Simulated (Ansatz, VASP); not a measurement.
## LiF in VASP and in Ansatz

INCAR

```
SYSTEM = LiF
ALGO = Normal
EDIFF = 1E-6
ENCUT = 520
GGA = PE
ISIF = 2
ISMEAR = 0
LASPH = .TRUE.
LCHARG = .TRUE.
LELF = .TRUE.
LREAL = .FALSE.
LVHAR = .TRUE.
LWAVE = .FALSE.
NBANDS = 18
NELM = 80
PREC = Accurate
SIGMA = 0.05
```

The input KPOINTS:

```
k-points
0
G
  9 9 6
  0 0 0
```

POSCAR

```
LiF
1.0
    3.0422790179      0.0000000000      0.0000000000
   -1.5211395089      2.6346909149      0.0000000000
    0.0000000000      0.0000000000      5.3820958106
Li F
2 2
Direct
    0.3333333333      0.6666666667      0.3810713234
    0.6666666667      0.3333333333      0.8810713234
    0.3333333333      0.6666666667      0.9939266766
    0.6666666667      0.3333333333      0.4939266766
```

Input for Ansatz:

```yaml
crystal:
  lattice:
    - [3.0422790179, 0.0, 0.0]
    - [-1.5211395089, 2.6346909149, 0.0]
    - [0.0, 0.0, 5.3820958106]
  atoms:
    - { symbol: Li, position: [0.3333333333, 0.6666666667, 0.3810713234] }
    - { symbol: Li, position: [0.6666666667, 0.3333333333, 0.8810713234] }
    - { symbol: F, position: [0.3333333333, 0.6666666667, 0.9939266766] }
    - { symbol: F, position: [0.6666666667, 0.3333333333, 0.4939266766] }
basis:
  ecutwfc: 520.0
kpoints:
  mp_grid: { grid: [9, 9, 6] }
hamiltonian:
  xc: pbe
scf:
  occupations: { method: gaussian, width: 0.05 }
output:
  forces: true
  stress: true
  eigenvalues: true
```

Alike in both runs: task single point; functional PBE; k mesh 9 × 9 × 6; occupations gaussian, width 0.05 eV; no spin polarisation.

|  | VASP | Ansatz |
| --- | --- | --- |
| version | VASP 6.6.1 | Ansatz 0.2.0 |
| potentials or method | VASP PAW PBE potentials, release 64 (Li_sv, F), cutoff 520 eV | scalar-relativistic, plane waves, PAW |
| valence electrons in the cell | 20 | 20 |

|  | VASP | Ansatz | Ansatz less VASP |
| --- | --- | --- | --- |
| gap on the k mesh at the Fermi level (eV) | 7.41 | 7.42 | +0.010 |
| least direct gap on the mesh (eV) | 7.41 | 7.42 | +0.010 |
| rms of the force components (eV/Å) | 0.107 | 0.098 | -0.0085 |

Atom by atom the forces differ by 0.008 eV/Å (rms over components).

Noted on VASP's run: the cutoff is short for stress, so the pressure is rough.
